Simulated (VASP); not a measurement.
**MgS: single point with r2SCAN**

Crystal: MgS.

```
Mg S
1.0
     0.00000    2.90193    2.83087
     2.83087    0.00000    2.83087
     2.83087    2.90193    0.00000
Mg S
1 1
Direct
  0.00000 0.00000 0.00000
  0.75000 0.75000 0.75000
```

This cell differs from its parent crystal: uniaxial y strain +2.5%.

```json
{"Program": "VASP 6.6.1", "Task": "single point", "Functional": "r2SCAN", "Potentials or basis": "VASP PAW PBE potentials, release 64 (Mg, S)", "Cutoff": "520 eV", "k mesh": "8 × 8 × 8", "Occupations": "gaussian, width 0.01 eV", "Spin": "no spin polarisation", "Dipole correction": "no", "Further INCAR settings": "ALGO = Normal; EDIFF = 1e-06; NBANDS = 11"}
```

* Pressure: -1.7 GPa
* Band gap on the k mesh: 3.97 eV

Stress tensor (GPa, compression positive):
```
-1.48  0.00  0.00
 0.00 -2.15  0.00
 0.00  0.00 -1.48
```

Levels at points of the mesh, in eV from the valence-band top:
```
           k point  band 2  band 3  band 4  band 5  band 6  band 7
(0.00, 0.00, 0.00)   -0.07    0.00    0.00    3.97    8.50    8.51
(0.50, 0.00, 0.00)   -3.09   -0.41   -0.28    5.66    8.05    8.27
(0.50, 0.50, 0.00)   -2.73   -1.09   -1.08    4.29    6.14   11.95
(0.50, 0.00, 0.50)   -2.85   -0.97   -0.97    4.35    6.32   11.65
```

Run time: 73 s on 1 thread of Intel(R) Xeon(R) 6975P-C (Granite Rapids) (shared host), peak memory 0.18 GiB.

Caveat: the cell differs from its parent crystal (uniaxial y strain +2.5%); the PAW data sets were made with another functional, which shifts forces and pressure a little. A k mesh can miss the band edges.
